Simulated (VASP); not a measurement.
# TiAl: single point with r2SCAN

TiAl:

```xyz
2
Lattice="2.8098 0.0000 0.0000 0.0000 2.8098 0.0000 0.0000 0.0000 4.0048" Properties=species:S:1:pos:R:3 pbc="T T T"
Ti    1.4049    1.4049    2.0024
Al    0.0000    0.0000    0.0000
```

This cell differs from its parent crystal: strain along c alone, the other axes held: -1.5 %.

```yaml
Program: VASP 6.6.1
Task: single point
Functional: r2SCAN
Potentials_or_basis: VASP PAW PBE potentials, release 64 (Ti_sv, Al)
Cutoff: 520 eV
k_mesh: 18 × 18 × 14
Occupations: gaussian, width 0.1 eV
Spin: no spin polarisation
Dipole_correction: no
Further_INCAR_settings: ALGO = Normal; EDIFF = 1e-06; NBANDS = 14
```

```json
{"Pressure": "2.1 GPa", "Band gap on the k mesh": "zero (an odd number of electrons rules out a gap without spin polarisation)"}
```

Stress tensor (GPa, compression positive):
```
1.58 0.00 0.00
0.00 1.58 0.00
0.00 0.00 3.03
```

Levels at points of the mesh, in eV from the Fermi level:
| k point | band 5 | band 6 | band 7 | band 8 | band 9 | band 10 | band 11 | band 12 |
| --- | --- | --- | --- | --- | --- | --- | --- | --- |
| (0.00, 0.00, 0.00) | -9.70 | -1.99 | -1.00 | -0.35 | 2.40 | 2.40 | 3.75 | 6.87 |
| (0.50, 0.00, 0.00) | -4.97 | -4.89 | -1.79 | -0.26 | 2.07 | 2.78 | 4.66 | 5.46 |
| (0.50, 0.50, 0.00) | -3.38 | -0.63 | -0.63 | -0.49 | -0.19 | -0.19 | 4.43 | 5.80 |
| (0.00, 0.00, 0.50) | -8.09 | -5.68 | -0.79 | 0.88 | 1.99 | 1.99 | 3.77 | 8.23 |
| (0.50, 0.00, 0.50) | -5.22 | -3.29 | -1.40 | -1.32 | 1.67 | 2.13 | 2.52 | 4.34 |
| (0.50, 0.50, 0.50) | -2.67 | -2.50 | -2.50 | 2.21 | 2.46 | 2.67 | 4.31 | 4.31 |

Wall time 4.8 min on 1 thread of Intel(R) Xeon(R) 6975P-C (Granite Rapids), with other jobs on the host, peak memory 0.32 GiB.

Caveat: the cell differs from its parent crystal (strain along c alone, the other axes held: -1.5 %); the PAW data sets were made with another functional, which shifts forces and pressure a little.
